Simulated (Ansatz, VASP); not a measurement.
## GaN: VASP beside Ansatz

```
Ga N
1.0
     3.23084    0.00000    0.00000
    -1.61542    2.75664    0.00000
     0.00000    0.00000    5.18360
Ga N
2 2
Direct
  0.33333 0.66667 0.99911
  0.66667 0.33333 0.49911
  0.33333 0.66667 0.37589
  0.66667 0.33333 0.87589
```

Change from the starting cell: strain +0.0150 x Voigt [1, 0, 0, 0, 0, 0], atoms carried along.

Alike in both runs: task single point; functional r2SCAN; k mesh 12 × 12 × 6; occupations gaussian, width 0.05 eV; no spin polarisation.

|  | VASP | Ansatz |
| --- | --- | --- |
| version | VASP 6.6.1 | Ansatz 0.2.0 |
| potentials or method | VASP PAW PBE potentials, release 64 (Ga_d, N), cutoff 520 eV | scalar-relativistic, plane waves, PAW |
| valence electrons in the cell | 36 | 36 |

|  | VASP | Ansatz | Ansatz less VASP |
| --- | --- | --- | --- |
| gap on the k mesh at the Fermi level (eV) | 2.23 | 2.23 | +0.006 |
| least direct gap on the mesh (eV) | 2.23 | 2.23 | +0.006 |
| pressure (GPa) | -1.8 | -2.8 | -1.02 |
| traceless stress, the component that is largest in VASP (GPa) | -3.22 | -3.21 | +0.007 |
| rms of the force components (eV/Å) | 0.083 | 0.081 | -0.0019 |

VASP's potentials were made for PBE, not for r2SCAN. Atom by atom the forces differ by 0.003 eV/Å (rms over components).
